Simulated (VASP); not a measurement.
# Ag in VASP: notebook

The runs below take Ag through electric field gradients, with PBE.

All numbers are computed with VASP 6.6.1; they aren't measurements. Logs are shortened: lines on timing, memory, paths and dates and some standing lists are left out, and cuts for length are marked.

### Step 1. The cell of the first run

Symmetry: P6_3/mmc, No. 194, hexagonal system. Conventional cell: a = 2.896 Å, b = 2.896 Å, c = 10.033 Å, α = 90.00°, β = 90.00°, γ = 120.00°. Within 3.8 Å of Ag (site symmetry -6m2) lie 12 Ag at 2.90 to 3.01 Å. Within 3.8 Å of Ag (site symmetry -3m) lie 12 Ag at 2.90 to 3.01 Å.

This isn't the form of Ag at room conditions, which is fcc.

### Step 2. Electric field gradients, PBE (18.22 Å³/atom)

File INCAR:

```
PREC = Accurate
ENCUT = 520
EDIFF = 1E-8
ISMEAR = -1
SIGMA = 0.08
LREAL = F
LASPH = T
NELM = 100
ALGO = Normal
ISIF = 2
LWAVE = F
LCHARG = F
GGA = PE
LEFG = T
NBANDS = 30
```

File KPOINTS:

```
Automatic mesh
0
Gamma
  14 14 4
```

File POSCAR:

```
Ag
1.0
    2.8957876797      0.0000000000      0.0000000000
   -1.4478938399      2.5078256947      0.0000000000
    0.0000000000      0.0000000000     10.0332228354
Ag
4
Direct
    0.3333333333      0.6666666667      0.2500000000
    0.6666666667      0.3333333333      0.7500000000
    0.0000000000      0.0000000000      0.0000000000
    0.0000000000      0.0000000000      0.5000000000
```

Potentials or basis: VASP PAW PBE potentials, release 64 (Ag).

Started as:

```bash
$ cat potpaw_PBE.64/Ag/POTCAR > POTCAR
$ mpirun -np 1 vasp_std > vasp.out
```

OUTCAR:

```text
PREC = Accurate
   ENCUT = 520
   EDIFF = 1E-8
   ISMEAR = -1
   LREAL = F
   LASPH = T
   NELM = 100
   ISIF = 2
   GGA = PE

 ion  position               nearest neighbor table
   1  0.333  0.667  0.250-   3 3.01   4 3.01   3 3.01   4 3.01   3 3.01   4 3.01
   2  0.667  0.333  0.750-   3 3.01   4 3.01   3 3.01   4 3.01   3 3.01   4 3.01
   3  0.000  0.000  0.000-   1 3.01   2 3.01   2 3.01   1 3.01   2 3.01   1 3.01
   4  0.000  0.000  0.500-   1 3.01   2 3.01   2 3.01   1 3.01   2 3.01   1 3.01

  LATTYP: Found a hexagonal cell.
 ALAT       =     2.8957876797
 C/A-ratio  =     3.4647646669

  Lattice vectors:

 A1 = (   2.8957876797,   0.0000000000,   0.0000000000)
 A2 = (  -1.4478938399,   2.5078256947,   0.0000000000)
 A3 = (   0.0000000000,   0.0000000000,  10.0332228354)

Analysis of symmetry for initial positions (statically):
=====================================================================
 Subroutine PRICEL returns:
 Original cell was already a primitive cell.

 Routine SETGRP: Setting up the symmetry group for a
 hexagonal supercell.

 Subroutine GETGRP returns: Found 24 space group operations
 (whereof 12 operations were pure point group operations)
 out of a pool of 24 trial point group operations.

The static configuration has the point symmetry D_3d.
 The point group associated with its full space group is D_6h.

Analysis of symmetry for dynamics (positions and initial velocities):
=====================================================================
 Subroutine PRICEL returns:
 Original cell was already a primitive cell.

 Routine SETGRP: Setting up the symmetry group for a
 hexagonal supercell.

 Subroutine GETGRP returns: Found 24 space group operations
 (whereof 12 operations were pure point group operations)
 out of a pool of 24 trial point group operations.

The dynamic configuration has the point symmetry D_3d.
 The point group associated with its full space group is D_6h.

 Subroutine INISYM returns: Found 24 space group operations
 (whereof 12 operations are pure point group operations),
 and found     1 'primitive' translations

----------------------------------------------------------------------------------------

                                     Primitive cell

  volume of cell :      72.8626

  direct lattice vectors                    reciprocal lattice vectors
     2.895787680  0.000000000  0.000000000     0.345329185  0.199375898  0.000000000
    -1.447893840  2.507825695  0.000000000     0.000000000  0.398751796  0.000000000
     0.000000000  0.000000000 10.033222835     0.000000000  0.000000000  0.099668872

  length of vectors
     2.895787680  2.895787680 10.033222835     0.398751796  0.398751796  0.099668872

  position of ions in fractional coordinates (direct lattice)
     0.333333333  0.666666667  0.250000000
     0.666666667  0.333333333  0.750000000
     0.000000000  0.000000000  0.000000000
     0.000000000  0.000000000  0.500000000

  ion indices of the primitive-cell ions
   primitive index   ion index
                 1           1
                 2           2
                 3           3
                 4           4

----------------------------------------------------------------------------------------

 KPOINTS: Automatic mesh

Automatic generation of k-mesh.
 Grid dimensions read from file:
 generate k-points for:   14   14    4

 Generating k-lattice:

  Cartesian coordinates                     Fractional coordinates (reciprocal lattice)
     0.024666370  0.014241136  0.000000000     0.071428571 -0.000000000  0.000000000
[... 42 lines left out ...]
   number of dos      NEDOS =    301   number of ions     NIONS =      4
   total plane-waves  NPLWV =  46080
   dimension x,y,z NGX =    24 NGY =   24 NGZ =   80
   dimension x,y,z NGXF=    48 NGYF=   48 NGZF=  160
   ions per type =               4
   NGX,Y,Z   is equivalent  to a cutoff of  13.78, 13.78, 13.26 a.u.
   NGXF,Y,Z  is equivalent  to a cutoff of  27.56, 27.56, 26.51 a.u.
 SYSTEM =  unknown system
   PREC   = accura    normal or accurate (medium, high low for compatibility)
   ISTART =      0    job   : 0-new  1-cont  2-samecut
   ICHARG =      2    charge: 1-file 2-atom 10-const
   ISPIN  =      1    spin polarized calculation?
   LNONCOLLINEAR =      F non collinear calculations
   LSORBIT =      F    spin-orbit coupling
   LASPH  =      T    aspherical Exc in radial PAW
   ENCUT  =  520.0 eV  38.22 Ry    6.18 a.u.   5.38  5.38 18.66*2*pi/ulx,y,z
   NELM   =    100;   NELMIN=  2; NELMDL= -5     # of ELM steps
   EDIFF  = 0.1E-07   stopping-criterion for ELM
   LREAL  =      F    real-space projection
   EDIFFG = 0.1E-06   stopping-criterion for IOM
   NSW    =      0    number of steps for IOM
   IBRION =     -1    ionic relax: 0-MD 1-quasi-New 2-CG
   NFREE  =      0    steps in history (QN), initial steepest desc. (CG)
   ISIF   =      2    stress and relaxation
   ISYM   =      2    0-nonsym 1-usesym 2-fastsym
   POTIM  = 0.5000    time-step for ionic-motion
   TEBEG  =    0.0;   TEEND  =   0.0 temperature during run
   PSTRESS=    0.0 pullay stress
   NELECT =      44.0000    total number of electrons
   NUPDOWN=      -1.0000    fix difference up-down
   EMIN   =  10.00;   EMAX   =-10.00  energy-range for DOS
   EFERMI =   0.00;   METHOD = LEGACY
   ISMEAR =    -1;   SIGMA  =   0.08  broadening in eV -4-tet -1-fermi 0-gaus
   EFERMI_NEDOS =   21; number of points for ismear=-14 and -15
   IALGO  =     38    algorithm
   IMIX   =      4    mixing-type and parameters
     AMIX     =   0.40;   BMIX     =  1.00
     AMIX_MAG =   1.60;   BMIX_MAG =  1.00
  volume/ion in A,a.u.               =      18.22       122.93
  Fermi-wavevector in a.u.,A,eV,Ry     =   1.383750  2.614908 26.051937  1.914763
  Thomas-Fermi vector in A             =   2.508318
   LORBIT       =      0    0 simple, 1 ext, 2 COOP (PROOUT), +10 PAW based schemes
   GGA     = PE    functional components
   LHFCALC =     F    Hartree Fock is set to
   AEXX    =    0.0000 exact exchange contribution
   IVDW    =     0    specifies the selected vdW correction
   LEPSILON=     F    determine dielectric tensor
   LRPA    =     F    only Hartree local field effects (RPA)
 non-spin polarized calculation
  energy-cutoff  :      520.00
  volume of cell :       72.86
 maximum number of plane-waves:      2005
 NGX is ok and might be reduce to    24
   NGX = 11   NGY = 11   NGZ = 37

 number of electron      43.9999996 magnetization

 Free energy of the ion-electron system (eV)
  ---------------------------------------------------
  ext. energy  EPLUGINS =         0.00000000
  ---------------------------------------------------
  free energy    TOTEN  =       -10.82019807 eV

  energy without entropy =      -10.79286036  energy(sigma->0) =      -10.80652922

 E-fermi :   7.5268     XC(G=0): -11.8158

 val. band max:        7.5250933845   @ k =   0.3571   0.1429   0.5000
 cond. band min:       7.5396865219   @ k =   0.4286   0.0714   0.2500
 fundamental gap:      0.0145931374
 Fermi energy:         7.5268490762

 k-point     1 :       0.0000    0.0000    0.0000
  band No.  band energies     occupation
      1       0.2483      2.00000
      2       1.3945      2.00000
      3       1.3968      2.00000
      4       1.4770      2.00000
      5       2.7465      2.00000
      6       2.9809      2.00000
[... 781 lines left out ...]
     29      14.0252      0.00000
     30      16.2083      0.00000

 [... further k-points ...]

------------------------ aborting loop because EDIFF is reached ----------------------------------------

  FORCE on cell =-STRESS in cart. coord.  units (eV):
  Direction    XX          YY          ZZ          XY          YZ          ZX
  --------------------------------------------------------------------------------------
  -------------------------------------------------------------------------------------
  Total        0.1067069      0.1067069     -2.0111325     -0.0000000     -0.0000000     -0.0000000
  in kB        2.3463805      2.3463805    -44.2228517     -0.0000000     -0.0000000     -0.0000000
  external PRESSURE =     -13.1766969 kB  Pullay stress =       0.0000000 kB

 VOLUME and BASIS-vectors are now :
 -----------------------------------------------------------------------------
  energy-cutoff  :      520.00
  volume of cell :       72.86
      direct lattice vectors                 reciprocal lattice vectors
     2.895787680  0.000000000  0.000000000     0.345329185  0.199375898  0.000000000
    -1.447893840  2.507825695  0.000000000     0.000000000  0.398751796  0.000000000
     0.000000000  0.000000000 10.033222835     0.000000000  0.000000000  0.099668872

 POSITION                                       TOTAL-FORCE (eV/Angst)
 -----------------------------------------------------------------------------------
     -0.00000      1.67188      2.50831         0.000000     -0.000000     -0.000000
      1.44789      0.83594      7.52492        -0.000000      0.000000     -0.000000
      0.00000      0.00000      0.00000        -0.000000      0.000000      0.000000
      0.00000      0.00000      5.01661        -0.000000      0.000000      0.000000
 -----------------------------------------------------------------------------------
    total drift:                               -0.000000      0.000000     -0.000000

  FREE ENERGIE OF THE ION-ELECTRON SYSTEM (eV)
  ---------------------------------------------------
  free  energy   TOTEN  =       -10.8201980714 eV

  energy  without entropy=      -10.7928603614  energy(sigma->0) =      -10.80652922

 Electric field gradients (V/A^2)
---------------------------------------------------------------------
 ion       V_xx      V_yy      V_zz      V_xy      V_xz      V_yz
---------------------------------------------------------------------
   1      -4.987    -4.987     9.974    -0.001     0.000    -0.000
   2      -4.987    -4.987     9.974    -0.001     0.000    -0.000
   3      -4.546    -4.546     9.092    -0.001     0.000    -0.000
   4      -4.546    -4.546     9.092    -0.001    -0.000     0.000
---------------------------------------------------------------------

 Electric field gradients after diagonalization (V/A^2)
 (convention: |V_zz| > |V_xx| > |V_yy|)
----------------------------------------------------------------------
 ion       V_xx      V_yy      V_zz     asymmetry (V_yy - V_xx)/ V_zz
----------------------------------------------------------------------
   1      -4.988    -4.987     9.974       0.000
   2      -4.988    -4.987     9.974       0.000
   3      -4.547    -4.546     9.092       0.000
   4      -4.547    -4.546     9.092       0.000
----------------------------------------------------------------------

           NMR quadrupolar parameters

 Cq : quadrupolar parameter    Cq=e*Q*V_zz/h
 eta: asymmetry parameters     (V_yy - V_xx)/ V_zz
 Q  : nuclear electric quadrupole moment in mb (millibarn)
----------------------------------------------------------------------
 ion       Cq(MHz)       eta       Q (mb)
----------------------------------------------------------------------
   1       0.024       0.000       1.000
   2       0.024       0.000       1.000
   3       0.022       0.000       1.000
   4       0.022       0.000       1.000
----------------------------------------------------------------------
```

It took 85 s on 1 thread of AMD EPYC 9R45 (Zen 5), shared host; peak memory 0.24 GiB.

What came out:

```
Free energy                             : -10.8202 eV
Pressure                                : -1.3 GPa
Band gap on the k mesh                  : zero (bands 22 and 23 overlap by 6.08 eV)
Largest electric field gradient by atom : Ag +10.0, +9.1 (each value once) V/Å²
```

Stress tensor (GPa, compression positive):
```
 0.23  0.00  0.00
 0.00  0.23  0.00
 0.00  0.00 -4.42
```

Electric field gradients, principal values (V/Å²):
```csv
atom,least,middle,greatest (by size)
1 Ag,-4.987,-4.988,9.974
2 Ag,-4.987,-4.988,9.974
3 Ag,-4.546,-4.547,9.092
4 Ag,-4.546,-4.547,9.092
```

Caveat: without QUAD_EFG the Cq values of the log hold for a quadrupole moment of 1 mb, not for the nuclei.

(Continued in part 2 of 3.)
